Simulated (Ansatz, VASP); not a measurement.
**One calculation of ZrB2, two programs**

The input INCAR:

```
SYSTEM = ZrB2
ALGO     = Normal         ! electronic algorithm
EDIFF    = 1E-6           ! SCF threshold, eV
ENCUT    = 520            ! plane-wave cutoff, eV
ISIF     = 2              ! what is computed and relaxed
ISMEAR   = 0              ! smearing method
LASPH    = .True.         ! aspherical terms in the spheres
LCHARG   = .True.         ! write CHGCAR
LELF     = .True.         ! ELF
LREAL    = .False.        ! projectors in reciprocal space
LVHAR    = .True.       
LWAVE    = .False.        ! write WAVECAR
NBANDS   = 16             ! bands
NELM     = 80             ! most SCF steps
PREC     = Accurate       ! precision mode
SIGMA    = 0.15           ! smearing width, eV
```

Contents of KPOINTS:

```
k-points
0
Gamma
  15 15 12
  0 0 0
```

Contents of POSCAR:

```
ZrB2
1.0
    3.0699000000      0.0000000000      0.0000000000
   -1.5349500000      2.6586113871      0.0000000000
    0.0000000000      0.0000000000      3.4889014692
Zr B
1 2
Direct
    0.0000000000      0.0000000000      0.0000000000
    0.3333333333      0.6666666667      0.5000000000
    0.6666666667      0.3333333333      0.5000000000
```

Input for Ansatz:

```yaml
crystal:
  lattice:
    - [3.0699, 0.0, 0.0]
    - [-1.53495, 2.6586113871, 0.0]
    - [0.0, 0.0, 3.4889014692]
  atoms:
    - { symbol: Zr, position: [0.0, 0.0, 0.0] }
    - { symbol: B, position: [0.3333333333, 0.6666666667, 0.5] }
    - { symbol: B, position: [0.6666666667, 0.3333333333, 0.5] }
basis:
  ecutwfc: 520.0
kpoints:
  mp_grid: { grid: [15, 15, 12] }
hamiltonian:
  xc: lda
  pseudopotentials: { kind: paw }
scf:
  occupations: { method: gaussian, width: 0.15 }
output:
  forces: true
  stress: true
  eigenvalues: true
```

Alike in both runs: task single point; functional LDA; k mesh 15 × 15 × 12; occupations gaussian, width 0.15 eV; no spin polarisation.

|  | VASP | Ansatz |
| --- | --- | --- |
| version | VASP 6.6.1 | Ansatz 0.2.0 |
| potentials or method | VASP PAW LDA potentials, release 64 (Zr_sv, B), cutoff 520 eV | scalar-relativistic, plane waves, PAW |
| valence electrons in the cell | 18 | 18 |

Ansatz gave:

```
gap on the k mesh at the Fermi level (eV)                     : none
pressure (GPa)                                                : 11.7
traceless stress, the component that is largest in VASP (GPa) : -5.64
```

Problem. What did VASP give for the same quantities?

Solution. gap on the k mesh at the Fermi level (eV): none; pressure (GPa): 12.3; traceless stress, the component that is largest in VASP (GPa): -5.59.

LDA's correlation is that of Perdew and Zunger in VASP and of Perdew and Wang (1992) in Ansatz. A gap of «none» marks a metal or a gap that the smearing closes.
